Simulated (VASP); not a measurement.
A run of VASP 6.6.1 is set up as follows.

Contents of INCAR:

```
ALGO = Normal
EDIFF = 1E-6
ENCUT = 520
GGA = PE
ISIF = 2
ISMEAR = -1
LASPH = True
LCHARG = True
LELF = True
LREAL = False
LVHAR = True
LWAVE = False
NBANDS = 22
NELM = 60
PREC = Accurate
SIGMA = 0.1
```

KPOINTS

```
k-points
0
Gamma
  17 17 5
```

File POSCAR:

```
Re
1.0
    2.7396140387      0.0000000000      0.0000000000
   -1.3698070193      2.3725753541      0.0000000000
    0.0000000000      0.0000000000      8.8312673304
Re
4
Direct
    0.0000000000      0.0000000000      1.0000000000
    0.0000000000      1.0000000000      0.5000000000
    0.3333333333      0.6666666667      0.2500000000
    0.6666666667      0.3333333333      0.7500000000
```

Potentials or basis: VASP PAW PBE potentials, release 64 (Re).

Run with:

```bash
$ cat potpaw_PBE.64/Re/POTCAR > POTCAR
$ mpirun -np 1 vasp_std > vasp.out
```

Question: Estimate the pressure.

Answer: 16.0 GPa.

Question: Estimate the band gap on the k mesh.

Answer: Zero (bands 14 and 15 overlap by 2.77 eV).

Stress tensor (GPa, compression positive):
```
16.03  0.00  0.00
 0.00 16.03  0.00
 0.00  0.00 15.94
```

Caveat: the cell stands under pressure; spin-orbit coupling is left out, which moves the levels of the heavy elements.
